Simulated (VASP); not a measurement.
A run of VASP 6.6.1:

Contents of INCAR:

```
SYSTEM = InSb3
ALGO = Normal
EDIFF = 1E-6
ENCUT = 520
GGA = PE
ISIF = 2
ISMEAR = 0
LASPH = .TRUE.
LCHARG = .FALSE.
LREAL = .FALSE.
LWAVE = .FALSE.
NBANDS = 22
NELM = 100
PREC = Accurate
SIGMA = 0.1
```

The input KPOINTS:

```
k-points
0
G
  8 8 8
  0 0 0
```

The input POSCAR:

```
InSb3
1.0
    4.8063670000      0.0000000000      0.0000000000
    0.0000000000      4.8063670000      0.0000000000
    0.0000000000      0.0000000000      4.8063670000
In Sb
1 3
Direct
   -0.0017414401      0.0231755087     -0.0406356818
    0.5000000000      0.0000000000      0.5000000000
    0.0000000000      0.5000000000      0.5000000000
    0.5000000000      0.5000000000      0.0000000000
```

Potentials or basis: VASP PAW PBE potentials, release 64 (In_d, Sb).

The run is started by

```console
$ cat potpaw_PBE.64/In_d/POTCAR potpaw_PBE.64/Sb/POTCAR > POTCAR
$ mpirun -np 1 vasp_std > vasp.out
```

Hardware: 1 thread of AMD EPYC 7R43 64-Core Processor (Zen 3), on a shared host.

Q: Estimate the wall time of this run.

A: Wall time 7.1 min on 1 thread of AMD EPYC 7R43 64-Core Processor (Zen 3) (shared host), peak memory 0.62 GiB. Counts: scf iterations 10, k points 260.
